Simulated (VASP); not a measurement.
# DyC4 (I4/mmm) in VASP: notebook, part 2 of 2

VASP 6.6.1. Earlier steps stand in the parts before.

### Step 3. Single point, PBE

This run uses another cell than the first one, of 11.54 Å³/atom.

INCAR

```
SYSTEM = DyC4
PREC = Accurate ; ENCUT = 600
EDIFF = 1E-6 ; ISMEAR = 0
SIGMA = 0.1 ; LREAL = .False.
LASPH = .True. ; NELM = 200
ALGO = Normal ; ISIF = 2
LWAVE = .False. ; LCHARG = .False.
GGA = PE ; NBANDS = 20
GGA_COMPAT = .False. ; LMAXMIX = 6
```

KPOINTS

```
Automatic mesh
0
Gamma
  12 12 12
  0 0 0
```

POSCAR

```
DyC4
1.0
   -2.6898655110      2.6898655110      1.9943079997
    2.6898655110     -2.6898655110      1.9943079997
    2.6898655110      2.6898655110     -1.9943079997
Dy C
1 4
Direct
    0.0000000000      0.0000000000      0.0000000000
    0.5000000000      0.1244635180      0.6244635180
    0.8755364820      0.5000000000      0.3755364820
    0.5000000000      0.8755364820      0.3755364820
    0.1244635180      0.5000000000      0.6244635180
```

Potentials or basis: VASP PAW PBE potentials, release 64 (Dy_3, C), 4f in core.

The run is started by

```bash
$ cat potpaw_PBE.64/Dy_3/POTCAR potpaw_PBE.64/C/POTCAR > POTCAR
$ mpirun -np 1 vasp_std > vasp.out
```

OUTCAR:

```text
SYSTEM = DyC4
   PREC = Accurate
   ENCUT = 600
   EDIFF = 1E-6
   ISMEAR = 0
   LREAL = .False.
   LASPH = .True.
   NELM = 200
   ISIF = 2
   GGA = PE

 ion  position               nearest neighbor table
   1  0.000  0.000  0.000-   2 2.77   5 2.77   3 2.77   4 2.77   5 2.77   3 2.77   2 2.77   4 2.77
                             3 2.84   2 2.84   3 2.84   4 2.84   4 2.84   5 2.84   2 2.84   5 2.84
   2  0.500  0.124  0.624-   4 1.34   1 2.77   1 2.77   1 2.84   1 2.84
   3  0.876  0.500  0.376-   5 1.34   1 2.77   1 2.77   1 2.84   1 2.84
   4  0.500  0.876  0.376-   2 1.34   1 2.77   1 2.77   1 2.84   1 2.84
   5  0.124  0.500  0.624-   3 1.34   1 2.77   1 2.77   1 2.84   1 2.84
[... 758 lines left out ...]
  -------------------------------------------------------------------------------------
  Total       -0.0033358     -0.0033358     -0.1062871      0.0000000     -0.0000000      0.0000000
  in kB       -0.0925967     -0.0925967     -2.9503781      0.0000000     -0.0000000      0.0000000
  external PRESSURE =      -1.0451905 kB  Pullay stress =       0.0000000 kB

 VOLUME and BASIS-vectors are now :
 -----------------------------------------------------------------------------
  energy-cutoff  :      600.00
  volume of cell :       57.72
      direct lattice vectors                 reciprocal lattice vectors
    -2.689865511  2.689865511  1.994308000     0.000000000  0.185882899  0.250713531
     2.689865511 -2.689865511  1.994308000     0.185882899  0.000000000  0.250713531
     2.689865511  2.689865511 -1.994308000     0.185882899  0.185882899  0.000000000

 POSITION                                       TOTAL-FORCE (eV/Angst)
 -----------------------------------------------------------------------------------
      0.00000      0.00000      0.00000         0.000000      0.000000     -0.000000
      0.66958      2.68987      0.00000         0.112185     -0.000000      0.000000
      0.00000      2.02029      1.99431         0.000000     -0.112185      0.000000
      2.02029      0.00000      1.99431        -0.112185      0.000000      0.000000
      2.68987      0.66958      0.00000        -0.000000      0.112185      0.000000
 -----------------------------------------------------------------------------------
    total drift:                               -0.000000      0.000000      0.000000

  FREE ENERGIE OF THE ION-ELECTRON SYSTEM (eV)
  ---------------------------------------------------
  free  energy   TOTEN  =       -34.8967076698 eV

  energy  without entropy=      -34.8908605090  energy(sigma->0) =      -34.89378409
```

OSZICAR:

```text
N       E                     dE             d eps       ncg     rms          rms(c)
DAV:   1     0.131788017949E+03    0.13179E+03   -0.12232E+04  6520   0.127E+03
DAV:   2    -0.221480939747E+02   -0.15394E+03   -0.14836E+03  6888   0.324E+02
DAV:   3    -0.371071317843E+02   -0.14959E+02   -0.14215E+02  9796   0.735E+01
DAV:   4    -0.375947296991E+02   -0.48760E+00   -0.48247E+00  8676   0.132E+01
DAV:   5    -0.376073501356E+02   -0.12620E-01   -0.12602E-01  9056   0.227E+00    0.178E+01
DAV:   6    -0.351284732696E+02    0.24789E+01   -0.46907E+00  9856   0.120E+01    0.129E+01
DAV:   7    -0.349170122575E+02    0.21146E+00   -0.14458E+00 10828   0.698E+00    0.694E+00
DAV:   8    -0.349296609968E+02   -0.12649E-01   -0.52830E-01  9800   0.364E+00    0.126E+00
DAV:   9    -0.348966470972E+02    0.33014E-01   -0.13618E-01 10016   0.194E+00    0.153E-01
DAV:  10    -0.348967082912E+02   -0.61194E-04   -0.40595E-03  7624   0.446E-01    0.236E-01
DAV:  11    -0.348967077778E+02    0.51335E-06   -0.21573E-04  9884   0.975E-02    0.241E-02
DAV:  12    -0.348967076698E+02    0.10805E-06   -0.81172E-06  8048   0.193E-02
   1 F= -.34896708E+02 E0= -.34893784E+02  d E =-.584716E-02
```

stdout:

```text
POSCAR found type information on POSCAR DyC
 POSCAR found :  2 types and       5 ions
 scaLAPACK will be used
 LDA part: xc-table for (Slater+PW92), standard interpolation
 POSCAR, INCAR and KPOINTS ok, starting setup
 FFT: planning ... GRIDC
 FFT: planning ... GRID_SOFT
 FFT: planning ... GRID
 WAVECAR not read
 entering main loop
```

Run time: 3.8 min. Hardware: 1 thread of Intel Xeon Platinum 8259CL at 2.50GHz (Skylake/Cascade Lake), shared host; peak memory 0.36 GiB.

What came out:

```
Free energy            : -34.8967 eV
Pressure               : -0.1 GPa
Largest force          : 0.112 eV/Å
Band gap on the k mesh : zero (an odd number of electrons rules out a gap without spin polarisation)
```

Forces in eV/Å, atoms in the order of the input:
```
Dy   0.000  0.000  0.000
C    0.112  0.000  0.000
C    0.000 -0.112  0.000
C   -0.112  0.000  0.000
C    0.000  0.112  0.000
```

Levels at points of the mesh, in eV from the Fermi level:
| k point | band 9 | band 10 | band 11 | band 12 | band 13 | band 14 | band 15 | band 16 |
| --- | --- | --- | --- | --- | --- | --- | --- | --- |
| (0.00, 0.00, 0.00) | -6.04 | -3.09 | -2.72 | -2.72 | -0.75 | -0.73 | -0.73 | 2.22 |
| (0.50, 0.00, 0.00) | -4.84 | -3.53 | -2.74 | -1.09 | -0.86 | 1.17 | 2.42 | 3.36 |
| (0.50, 0.50, 0.00) | -3.97 | -3.80 | -2.28 | -1.38 | 1.09 | 1.55 | 2.50 | 2.63 |
| (0.50, 0.50, 0.50) | -4.92 | -1.85 | -1.22 | -1.22 | 0.95 | 0.95 | 1.90 | 3.45 |

Caveat: spin-orbit coupling is left out, which moves the levels of the heavy elements; the 4f electrons are frozen in the core, so they carry no moment and show no levels; an odd number of electrons without spin polarisation forces a metal; a magnetic or distorted state may lie lower. Spin polarisation is off, so any magnetic state and its effect on volume and gap are missing.

### Step 4. Relaxation of cell and atoms, PBE

INCAR

```
SYSTEM = DyC4
ALGO = Normal
EDIFF = 1E-7
EDIFFG = -0.01
ENCUT = 600
GGA = PE
GGA_COMPAT = .False.
IBRION = 2
ISIF = 3
ISMEAR = 0
LASPH = .True.
LCHARG = .False.
LMAXMIX = 6
LREAL = .False.
LWAVE = .False.
NELM = 200
NELMIN = 4
NSW = 100
PREC = Accurate
SIGMA = 0.1
```

KPOINTS

```
k-points
0
Gamma
  12 12 12
  0 0 0
```

POSCAR

```
DyC4
1.0
   -2.6895187345      2.6895187345      2.0132087426
    2.6895187345     -2.6895187345      2.0132087426
    2.6895187345      2.6895187345     -2.0132087426
Dy C
1 4
Direct
    0.0000000000      0.0000000000      0.0000000000
    0.5000000000      0.1239531868      0.6239531868
    0.8760468132      0.5000000000      0.3760468132
    0.5000000000      0.8760468132      0.3760468132
    0.1239531868      0.5000000000      0.6239531868
```

Potentials or basis: VASP PAW PBE potentials, release 64 (Dy_3, C), 4f in core.

The run is started by

```bash
$ cat potpaw_PBE.64/Dy_3/POTCAR potpaw_PBE.64/C/POTCAR > POTCAR
$ mpirun -np 1 vasp_std > vasp.out
```

OUTCAR:

```text
SYSTEM = DyC4
   EDIFF = 1E-7
   EDIFFG = -0.01
   ENCUT = 600
   GGA = PE
   IBRION = 2
   ISIF = 3
   ISMEAR = 0
   LASPH = .True.
   LREAL = .False.
   NELM = 200
   NELMIN = 4
   NSW = 100
   PREC = Accurate

 ion  position               nearest neighbor table
   1  0.000  0.000  0.000-   2 2.77   5 2.77   3 2.77   4 2.77   5 2.77   3 2.77   2 2.77   4 2.77
                             3 2.85   2 2.85   3 2.85   4 2.85   4 2.85   5 2.85   2 2.85   5 2.85
   2  0.500  0.124  0.624-   4 1.33   1 2.77   1 2.77   1 2.85   1 2.85
   3  0.876  0.500  0.376-   5 1.33   1 2.77   1 2.77   1 2.85   1 2.85
   4  0.500  0.876  0.376-   2 1.33   1 2.77   1 2.77   1 2.85   1 2.85
   5  0.124  0.500  0.624-   3 1.33   1 2.77   1 2.77   1 2.85   1 2.85

  LATTYP: Found a body centered tetragonal cell.
 ALAT       =     5.3790374690
 C/A-ratio  =     0.7485386574

  Lattice vectors:

 A1 = (  -2.6895187345,   2.6895187345,   2.0132087426)
 A2 = (   2.6895187345,  -2.6895187345,   2.0132087426)
 A3 = (   2.6895187345,   2.6895187345,  -2.0132087426)

Analysis of symmetry for initial positions (statically):
=====================================================================
 Subroutine PRICEL returns:
 Original cell was already a primitive cell.

 Routine SETGRP: Setting up the symmetry group for a
 body centered tetragonal supercell.

 Subroutine GETGRP returns: Found 16 space group operations
 (whereof 16 operations were pure point group operations)
 out of a pool of 16 trial point group operations.

The static configuration has the point symmetry D_4h.

Analysis of symmetry for dynamics (positions and initial velocities):
=====================================================================
 Subroutine PRICEL returns:
 Original cell was already a primitive cell.

 Routine SETGRP: Setting up the symmetry group for a
 body centered tetragonal supercell.

 Subroutine GETGRP returns: Found 16 space group operations
 (whereof 16 operations were pure point group operations)
 out of a pool of 16 trial point group operations.

The dynamic configuration has the point symmetry D_4h.

 Subroutine INISYM returns: Found 16 space group operations
 (whereof 16 operations are pure point group operations),
 and found     1 'primitive' translations

----------------------------------------------------------------------------------------

                                     Primitive cell

  volume of cell :      58.2503

  direct lattice vectors                    reciprocal lattice vectors
    -2.689518735  2.689518735  2.013208743     0.000000000  0.185906866  0.248359740
     2.689518735 -2.689518735  2.013208743     0.185906866  0.000000000  0.248359740
     2.689518735  2.689518735 -2.013208743     0.185906866  0.185906866  0.000000000

  length of vectors
     4.303490617  4.303490617  4.303490617     0.310232048  0.310232048  0.262912012

  position of ions in fractional coordinates (direct lattice)
     0.000000000  0.000000000  0.000000000
     0.500000000  0.123953187  0.623953187
     0.876046813  0.500000000  0.376046813
     0.500000000  0.876046813  0.376046813
     0.123953187  0.500000000  0.623953187

  ion indices of the primitive-cell ions
   primitive index   ion index
[... 73 lines left out ...]
   LSORBIT =      F    spin-orbit coupling
   LASPH  =      T    aspherical Exc in radial PAW
   ENCUT  =  600.0 eV  44.10 Ry    6.64 a.u.   8.60  8.60  8.60*2*pi/ulx,y,z
   NELM   =    200;   NELMIN=  4; NELMDL= -5     # of ELM steps
   EDIFF  = 0.1E-06   stopping-criterion for ELM
   LREAL  =      F    real-space projection
   EDIFFG = -.1E-01   stopping-criterion for IOM
   NSW    =    100    number of steps for IOM
   IBRION =      2    ionic relax: 0-MD 1-quasi-New 2-CG
   NFREE  =      1    steps in history (QN), initial steepest desc. (CG)
   ISIF   =      3    stress and relaxation
   ISYM   =      2    0-nonsym 1-usesym 2-fastsym
   POTIM  = 0.5000    time-step for ionic-motion
   TEBEG  =    0.0;   TEEND  =   0.0 temperature during run
   PSTRESS=    0.0 pullay stress
   NELECT =      25.0000    total number of electrons
   NUPDOWN=      -1.0000    fix difference up-down
   EMIN   =  10.00;   EMAX   =-10.00  energy-range for DOS
   EFERMI =   0.00;   METHOD = LEGACY
   ISMEAR =     0;   SIGMA  =   0.10  broadening in eV -4-tet -1-fermi 0-gaus
   EFERMI_NEDOS =   21; number of points for ismear=-14 and -15
   IALGO  =     38    algorithm
   IMIX   =      4    mixing-type and parameters
     AMIX     =   0.40;   BMIX     =  1.00
     AMIX_MAG =   1.60;   BMIX_MAG =  1.00
  volume/ion in A,a.u.               =      11.65        78.62
  Fermi-wavevector in a.u.,A,eV,Ry     =   1.234873  2.333571 20.747668  1.524911
  Thomas-Fermi vector in A             =   2.369545
   LORBIT       =      0    0 simple, 1 ext, 2 COOP (PROOUT), +10 PAW based schemes
   GGA     = PE    functional components
   LHFCALC =     F    Hartree Fock is set to
   AEXX    =    0.0000 exact exchange contribution
   IVDW    =     0    specifies the selected vdW correction
   LEPSILON=     F    determine dielectric tensor
   LRPA    =     F    only Hartree local field effects (RPA)
 conjugate gradient relaxation of ions
 non-spin polarized calculation
 Gauss-broadening in eV      SIGMA  =   0.10
  energy-cutoff  :      600.00
  volume of cell :       58.25
 maximum number of plane-waves:      1968
   NGX = 17   NGY = 17   NGZ = 17

--------------------------------------- Ionic step        1  -------------------------------------------

 number of electron      25.0000001 magnetization

 Free energy of the ion-electron system (eV)
  ---------------------------------------------------
  ext. energy  EPLUGINS =         0.00000000
  ---------------------------------------------------
  free energy    TOTEN  =       -34.89326107 eV

  energy without entropy =      -34.88741557  energy(sigma->0) =      -34.89033832

------------------------ aborting loop because EDIFF is reached ----------------------------------------

  FORCE on cell =-STRESS in cart. coord.  units (eV):
  Direction    XX          YY          ZZ          XY          YZ          ZX
  --------------------------------------------------------------------------------------
  -------------------------------------------------------------------------------------
  Total        0.1036587      0.1036587     -0.3544254      0.0000000      0.0000000      0.0000000
  in kB        2.8511399      2.8511399     -9.7484919      0.0000000      0.0000000      0.0000000
  external PRESSURE =      -1.3487373 kB  Pullay stress =       0.0000000 kB
[... 98 lines left out ...]
  FREE ENERGIE OF THE ION-ELECTRON SYSTEM (eV)
  ---------------------------------------------------
  free  energy   TOTEN  =       -34.8946981780 eV

  energy  without entropy=      -34.8890618011  energy(sigma->0) =      -34.89187999

[... ionic steps 4 to 9 ...]

--------------------------------------- Ionic step       10  -------------------------------------------

 number of electron      25.0000001 magnetization

------------------------ aborting loop because EDIFF is reached ----------------------------------------
[... 73 lines left out ...]
--------------------------------------- Ionic step       12  -------------------------------------------

 number of electron      25.0000001 magnetization

 Free energy of the ion-electron system (eV)
  ---------------------------------------------------
  ext. energy  EPLUGINS =         0.00000000
  ---------------------------------------------------
  free energy    TOTEN  =       -34.89826264 eV

  energy without entropy =      -34.89220219  energy(sigma->0) =      -34.89523242

 E-fermi :   5.3615     XC(G=0): -11.2549

 val. band max:        5.3348628372   @ k =  -0.4167   0.1667   0.0000
 cond. band min:       5.3674747403   @ k =   0.2500   0.1667   0.0000
 fundamental gap:      0.0326119031
 Fermi energy:         5.3614560644

 k-point     1 :       0.0000    0.0000    0.0000
  band No.  band energies     occupation
      1     -18.5504      2.00000
      2     -18.5504      2.00000
      3     -18.4669      2.00000
      4     -12.4783      2.00000
      5      -6.5894      2.00000
      6      -2.4150      2.00000
[... 433 lines left out ...]
      3     -18.5332      2.00000
      4     -11.6860      2.00000
      5      -8.2840      2.00000
      6      -2.7473      2.00000
[... 8 lines left out ...]
     15       7.7576      0.00000
     16       8.0915      0.00000

 [... further k-points ...]

------------------------ aborting loop because EDIFF is reached ----------------------------------------

  FORCE on cell =-STRESS in cart. coord.  units (eV):
  Direction    XX          YY          ZZ          XY          YZ          ZX
  --------------------------------------------------------------------------------------
  -------------------------------------------------------------------------------------
  Total        0.0028833      0.0028833     -0.0145038      0.0000000     -0.0000000      0.0000000
  in kB        0.0807079      0.0807079     -0.4059810      0.0000000     -0.0000000      0.0000000
  external PRESSURE =      -0.0815217 kB  Pullay stress =       0.0000000 kB
[... 20 lines left out ...]
  FREE ENERGIE OF THE ION-ELECTRON SYSTEM (eV)
  ---------------------------------------------------
  free  energy   TOTEN  =       -34.8982626413 eV

  energy  without entropy=      -34.8922021947  energy(sigma->0) =      -34.89523242

 reached required accuracy - stopping structural energy minimisation
```

CONTCAR:

```text
DyC4
   1.00000000000000
    -2.6883527860873917    2.6883527860873917    1.9799489743402419
     2.6883527860873917   -2.6883527860873917    1.9799489743402419
     2.6883527860873917    2.6883527860873917   -1.9799489743402419
  Dy              C
     1     4
Direct
     1.0000000000000000    0.0000000000000000    1.0000000000000000
     0.5000000000000000    0.1249828876867904    0.6249828876867902
     0.8750171123132098    0.5000000000000000    0.3750171123132095
     0.5000000000000000    0.8750171123132098    0.3750171123132095
     0.1249828876867904    0.5000000000000000    0.6249828876867902

  0.00000000E+00  0.00000000E+00  0.00000000E+00
  0.00000000E+00  0.00000000E+00  0.00000000E+00
  0.00000000E+00  0.00000000E+00  0.00000000E+00
  0.00000000E+00  0.00000000E+00  0.00000000E+00
  0.00000000E+00  0.00000000E+00  0.00000000E+00
```

Run time: 22 min. Hardware: 1 thread of Intel Xeon Platinum 8259CL at 2.50GHz (Skylake/Cascade Lake), shared host; peak memory 0.35 GiB.

Results:

```yaml
Free_energy: -34.8983 eV
Relaxed_volume: 11.45 Å³/atom
Relaxed_cell: a = 4.287 Å, b = 4.287 Å, c = 4.287 Å, α = 102.32°, β = 102.32°, γ = 124.98°
Space_group_after_relaxing_to_0.1_Å: I4/mmm (No. 139)
Energy_gained_by_relaxing: 1.0 meV/atom
Ionic_steps: 12
Pressure_after_relaxing: 0.0 GPa
Largest_force_after_relaxing: 0.005 eV/Å
Band_gap_on_the_k_mesh: zero (an odd number of electrons rules out a gap without spin polarisation)
```

Forces on the atoms (eV/Å):
```
Dy   0.000  0.000  0.000
C    0.005  0.000  0.000
C    0.000 -0.005  0.000
C   -0.005  0.000  0.000
C    0.000  0.005  0.000
```

Step by step:
| step | energy change (eV) | largest force (eV/Å) | pressure (GPa) | volume (Å³) |
| --- | --- | --- | --- | --- |
| 1 | 0.0000 | 0.2281 | -0.13 | 58.25 |
| 2 | 0.0106 | 0.7349 | -2.89 | 58.17 |
| 3 | -0.0014 | 0.0282 | -0.86 | 58.23 |
| 4 | -0.0036 | 0.0203 | -0.32 | 57.76 |
| 5 | -0.0042 | 0.0140 | 0.08 | 57.42 |
| 6 | -0.0042 | 0.0124 | 0.19 | 57.33 |
| 7 | -0.0047 | 0.0192 | 0.03 | 57.33 |
| 8 | -0.0049 | 0.0244 | -0.14 | 57.32 |
| 9 | -0.0049 | 0.0253 | -0.18 | 57.32 |
| 10 | -0.0044 | 0.1637 | 0.47 | 57.18 |
| 11 | -0.0050 | 0.0101 | -0.06 | 57.29 |
| 12 | -0.0050 | 0.0047 | -0.01 | 57.24 |

Final structure:
```
Dy C
1.0
    -2.68835    2.68835    1.97995
     2.68835   -2.68835    1.97995
     2.68835    2.68835   -1.97995
Dy C
1 4
Cartesian
  0.0000 5.3767 0.0000
  0.6720 2.6884 0.0000
  0.0000 2.0164 1.9799
  2.0164 0.0000 1.9799
  2.6884 0.6720 0.0000
```

Levels at points of the mesh, in eV from the Fermi level:
| k point | band 9 | band 10 | band 11 | band 12 | band 13 | band 14 | band 15 | band 16 |
| --- | --- | --- | --- | --- | --- | --- | --- | --- |
| (0.00, 0.00, 0.00) | -6.10 | -3.18 | -2.69 | -2.69 | -0.81 | -0.77 | -0.77 | 2.20 |
| (0.50, 0.00, 0.00) | -4.90 | -3.55 | -2.73 | -1.04 | -0.82 | 1.13 | 2.35 | 3.39 |
| (0.50, 0.50, 0.00) | -3.96 | -3.85 | -2.32 | -1.33 | 1.04 | 1.46 | 2.51 | 2.65 |
| (0.50, 0.50, 0.50) | -4.98 | -1.89 | -1.18 | -1.18 | 0.90 | 0.90 | 1.94 | 3.35 |

Caveat: spin-orbit coupling is left out, which moves the levels of the heavy elements; the 4f electrons are frozen in the core, so they carry no moment and show no levels; an odd number of electrons without spin polarisation forces a metal; a magnetic or distorted state may lie lower. Spin polarisation is off, so any magnetic state and its effect on volume and gap are missing.

### Step 5. Overview

```csv
task,cell,k mesh,gap on the mesh (eV),pressure (GPa),largest force (eV/Å)
single point,"a = 4.303 Å, angles 102.6, 102.6, 124.2°, 5 atoms, atomic positions A",6 × 6 × 6,none,-0.1,0.12
single point,"a = 4.295 Å, angles 102.5, 102.5, 124.7°, 5 atoms, atomic positions B",12 × 12 × 12,none,-0.1,0.11
relaxation of cell and atoms,"relaxed from a = 4.303 Å, angles 102.6, 102.6, 124.2°, 5 atoms, atomic positions A",12 × 12 × 12,none,0.0,-
```

Alike in all rows: level PBE; potentials or basis VASP PAW PBE potentials, release 64 (Dy_3, C), 4f in core; no spin polarisation; cutoff (eV) 600; smearing gaussian 0.1 eV.

Caveats: spin-orbit coupling is left out, which moves the levels of the heavy elements; the 4f electrons are frozen in the core, so they carry no moment and show no levels; an odd number of electrons without spin polarisation forces a metal; a magnetic or distorted state may lie lower.

Total energies depend on the potentials used, so only differences within one code and one set of settings carry meaning.

The gap in the log of VASP goes by the Fermi energy; the results here count the filled bands.